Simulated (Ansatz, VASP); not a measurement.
Two plane-wave programs on AlGa2Sb3

```
Al Ga Sb
1.0
     4.22471    0.00000    0.00000
     0.00000    4.22471    0.00000
     0.00000    0.00000    8.18394
Al Ga Sb
1 2 3
Direct
  0.00000 0.00000 0.95698
  0.50000 0.00000 0.22020
  0.00000 0.50000 0.22020
  0.50000 0.50000 0.93382
  0.50000 0.50000 0.51783
  0.00000 0.00000 0.61179
```

Alike in both runs: functional PBE; k mesh 6 × 6 × 4; occupations gaussian, width 0.1 eV; no spin polarisation.

Ansatz relaxed the structure, and its values are those at the end. VASP's run is a single point on that final structure, the one shown.

|  | VASP | Ansatz |
| --- | --- | --- |
| version | VASP 6.6.1 | Ansatz 0.2.0 |
| potentials or method | VASP PAW PBE potentials, release 64 (Al, Ga_d, Sb), cutoff 520 eV | scalar-relativistic, plane waves, PAW |
| valence electrons in the cell | 44 | 74 |

```csv
,VASP,Ansatz,Ansatz less VASP
gap on the k mesh at the Fermi level (eV),none,none,-
pressure (GPa),0.0,-0.1,-0.02
rms of the force components (eV/Å),0.005,0.008,+0.0028
```

A gap of «none» marks a metal or a gap that the smearing closes. With one functional, cell and mesh, what is left measures potentials, basis and numerics. VASP's potentials hold 44 valence electrons a cell and Ansatz's 74, so a difference there can come from the potentials and not from the codes.

Neither program's run includes spin-orbit coupling.
